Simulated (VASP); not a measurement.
Write the native input for VASP 6.6.1 that does the following.

```
Task                   : single point
Functional             : LDA
Potentials or basis    : VASP PAW LDA potentials, release 64 (K_sv, Cl)
Cutoff                 : 500 eV
k mesh                 : 6 × 6 × 6
Occupations            : gaussian, width 0.01 eV
Spin                   : no spin polarisation
Dipole correction      : no
Further INCAR settings : ALGO = Normal; EDIFF = 1e-06; NBANDS = 15
```

The structure of KCl (Sylvite) lies in POSCAR:

```
KCl
1.0
    0.0000000000      3.1448471320      3.1448471320
    3.1448471320      0.0000000000      3.1448471320
    3.1448471320      3.1448471320      0.0000000000
K Cl
1 1
Direct
    0.0000000000      0.0000000000      0.0000000000
    0.5000000000      0.5000000000      0.5000000000
```

The input as run:

INCAR

```
PREC = Accurate
ENCUT = 500
EDIFF = 1E-6
ISMEAR = 0
SIGMA = 0.01
LREAL = False
LASPH = True
NELM = 120
ALGO = Normal
ISIF = 2
LWAVE = False
LCHARG = False
GGA = CA
NBANDS = 15
GGA_COMPAT = False
```

KPOINTS

```
regular mesh
0
Gamma
  6 6 6
```

Potentials or basis: VASP PAW LDA potentials, release 64 (K_sv, Cl).

Run with:

```console
$ cat potpaw_LDA.64/K_sv/POTCAR potpaw_LDA.64/Cl/POTCAR > POTCAR
$ mpirun -np 1 vasp_std > vasp.out
```

Results of the run:

| Quantity | Value |
| --- | --- |
| Pressure | -1.9 GPa |
| Band gap on the k mesh | 4.75 eV, direct |

Run time: 12 s on 1 thread of AMD EPYC 7R43 64-Core Processor (Zen 3) (shared host), peak memory 0.12 GiB.
